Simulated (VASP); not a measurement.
Write the native input for VASP 6.6.1 that does the following.

```yaml
Task: single point
Functional: PBE
Potentials_or_basis: VASP PAW PBE potentials, release 64 (Ga_d, P)
Cutoff: 520 eV
k_mesh: 10 × 10 × 10
Occupations: gaussian, width 0.05 eV
Spin: no spin polarisation
Dipole_correction: no
Further_INCAR_settings: ALGO = Normal; EDIFF = 1e-06; NBANDS = 16
```

The structure of GaP lies in POSCAR:

```
GaP
1.0
    0.0000000000      2.4280439585      3.4332541574
    2.4280439585      0.0000000000      3.4332541574
    2.4280439585      2.4280439585      0.0000000000
Ga P
1 1
Direct
    0.0000000000      0.0000000000      0.0000000000
    0.7500000000      0.7500000000      0.7500000000
```

This cell differs from its parent crystal: ratio of the length along z to the lengths across it x 1.414, volume and fractional coordinates fixed.

These files were run (other wordings do the same):

INCAR

```
PREC = Accurate
ENCUT = 520
EDIFF = 1E-6
ISMEAR = 0
SIGMA = 0.05
LREAL = F
LASPH = T
NELM = 60
ALGO = Normal
ISIF = 2
LWAVE = F
LCHARG = F
GGA = PE
NBANDS = 16
```

KPOINTS

```
Automatic mesh
0
Gamma
  10 10 10
```

Potentials or basis: VASP PAW PBE potentials, release 64 (Ga_d, P).

Command:

```sh
$ cat potpaw_PBE.64/Ga_d/POTCAR potpaw_PBE.64/P/POTCAR > POTCAR
$ mpirun -np 1 vasp_std > vasp.out
```

It gave:

```json
{
  "Pressure": "1.4 GPa",
  "Band gap on the k mesh": "zero (band 9 reaches 5.74 eV, above the bottom of band 10 at 5.29 eV)"
}
```

It took 22 s on 1 thread of Intel(R) Xeon(R) 6975P-C (Granite Rapids), on a shared host, peak memory 0.22 GiB.
